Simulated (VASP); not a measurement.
Ge2Mo3, 10 atoms in the cell. The structure is tetragonal, space group P4/nmm (No. 129). The conventional cell has a = 4.833 Å, b = 4.833 Å, c = 7.948 Å, α = 90.00°, β = 90.00°, γ = 90.00°. Ge (site symmetry 2mm) has 1 Mo at 1.60 Å within 2.1 Å. Mo (site symmetry -4m2) has 2 Ge at 2.38 Å within 3.1 Å. Mo (site symmetry -4m2) has 2 Ge at 1.60 Å within 2.1 Å. Mo (site symmetry 4mm) has 4 Ge at 2.43 Å and 4 Mo at 2.75 Å within 3.2 Å. The cell was generated, and may not be a known phase.

- Program: VASP 6.6.1
- Task: single point
- Functional: PBE
- Potentials or basis: VASP PAW PBE potentials, release 64 (Ge_d, Mo_sv)
- Cutoff: 520 eV
- k mesh: 4 × 4 × 2
- Occupations: gaussian, width 0.1 eV
- Spin: no spin polarisation
- Dipole correction: no
- Further INCAR settings: ALGO = Fast; EDIFF = 1e-06; NBANDS = 81

Potentials or basis: VASP PAW PBE potentials, release 64 (Ge_d, Mo_sv).

Command:

```sh
$ cat potpaw_PBE.64/Ge_d/POTCAR potpaw_PBE.64/Mo_sv/POTCAR > POTCAR
$ mpirun -np 1 vasp_std > vasp.out
```

Hardware: 1 thread of Intel(R) Xeon(R) Platinum 8488C (Sapphire Rapids) (shared host).

Q: Estimate the wall time of this run.

A: Run time: 6.2 min on 1 thread of Intel(R) Xeon(R) Platinum 8488C (Sapphire Rapids), on a shared host, peak memory 0.35 GiB. Counts: scf iterations 46, k points 12.
